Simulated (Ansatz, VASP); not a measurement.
**SbPt: VASP beside Ansatz**

```
CELL_PARAMETERS angstrom
4.16943 0.00000 0.00000
-2.08471 3.61083 0.00000
0.00000 0.00000 5.47892
ATOMIC_POSITIONS crystal
Sb 0.33333 0.66667 0.25000
Sb 0.66667 0.33333 0.75000
Pt 0.00000 0.00000 0.00000
Pt 0.00000 0.00000 0.50000
```

Alike in both runs: functional PBEsol; k mesh 8 × 8 × 6; occupations fermi-dirac, width 0.1 eV; no spin polarisation.

Ansatz relaxed the structure, and its values are those at the end. VASP's run is a single point on that final structure, the one shown.

```csv
,VASP,Ansatz
version,VASP 6.6.1,Ansatz 0.2.0
potentials or method,"VASP PAW PBE potentials, release 64 (Sb, Pt)","PAW with Ansatz's default frozen-core files, scalar-relativistic"
plane-wave cutoff (eV),520,420
valence electrons in the cell,30,66
```

```csv
,VASP,Ansatz,Ansatz less VASP
pressure (GPa),-0.2,0.0,+0.22
```

VASP's potentials were made for PBE, not for PBEsol. With one functional, cell and mesh, what is left measures potentials, basis and numerics. VASP's potentials hold 30 valence electrons a cell and Ansatz's 66, so a difference there can come from the potentials and not from the codes.

Spin-orbit coupling is off throughout.
